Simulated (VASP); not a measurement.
A run of VASP 6.6.1:

The input INCAR:

```
SYSTEM = NbTe
PREC = Accurate ; ENCUT = 520
EDIFF = 1E-6 ; ISMEAR = -1
SIGMA = 0.05 ; LREAL = .FALSE.
LASPH = .TRUE. ; NELM = 150
ALGO = Normal ; ISIF = 2
LWAVE = .FALSE. ; LCHARG = .FALSE.
MAGMOM = 0 0 0 0 0 0 ; LORBIT = 11
LSORBIT = .TRUE. ; GGA_COMPAT = .FALSE.
LORBMOM = .TRUE. ; LMAXMIX = 4
GGA = PE ; NBANDS = 31
```

Contents of KPOINTS:

```
Automatic mesh
0
G
  6 6 5
  0 0 0
```

POSCAR

```
NbTe
1.0
    3.7029743866      0.0000000000      0.0000000000
   -1.8514871933      3.2068698884      0.0000000000
    0.0000000000      0.0000000000      3.6942110000
Te Nb
1 1
Direct
    0.6666666667      0.3333333333      0.0000000000
    0.0000000000      0.0000000000      0.5000000000
```

Potentials or basis: VASP PAW PBE potentials, release 64 (Te, Nb_sv).

Launch:

```bash
$ cat potpaw_PBE.64/Te/POTCAR potpaw_PBE.64/Nb_sv/POTCAR > POTCAR
$ mpirun -np 1 vasp_ncl > vasp.out
```

Hardware: 1 thread of Intel Xeon 8259CL, on a shared host.

Q: Estimate the wall time of this run.

A: Run time: 2.1 min on 1 thread of Intel Xeon 8259CL, on a shared host, peak memory 0.28 GiB. Counts: scf iterations 13, k points 30.
